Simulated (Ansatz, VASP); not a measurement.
## Mg: VASP beside Ansatz

```xyz
2
Lattice="3.2693 0.0001 -0.0053 -1.6346 2.7747 0.0113 -0.0086 0.0163 5.2868" Properties=species:S:1:pos:R:3 pbc="T T T"
Mg   -0.0191    1.8575    1.3580
Mg    1.6319    0.9315    3.9651
```

Alike in both runs: task single point; functional r2SCAN; k mesh 7 × 7 × 4; no spin polarisation.

|  | VASP | Ansatz |
| --- | --- | --- |
| version | VASP 6.6.1 | Ansatz 0.2.0 |
| potentials or method | VASP PAW PBE potentials, release 64 (Mg), cutoff 520 eV | plane waves, PAW |
| occupations | fermi-dirac, width 0.1 eV | fermi-dirac |
| valence electrons in the cell | 4 | 20 |

Ansatz gave:

| Quantity | Value |
| --- | --- |
| pressure (GPa) | -1.9 |
| traceless stress, the component that is largest in VASP (GPa) | 1.48 |
| rms of the force components (eV/Å) | 0.052 |

Q: Which values does VASP return?

A: Pressure (GPa): -2.1; traceless stress, the component that is largest in VASP (GPa): 1.49; rms of the force components (eV/Å): 0.051.

VASP's potentials were made for PBE, not for r2SCAN. Atom by atom the forces differ by 0.001 eV/Å (rms over components). VASP's potentials hold 4 valence electrons a cell and Ansatz's 20, so a difference there can come from the potentials and not from the codes. Ansatz's warnings: stress scf threshold loose.
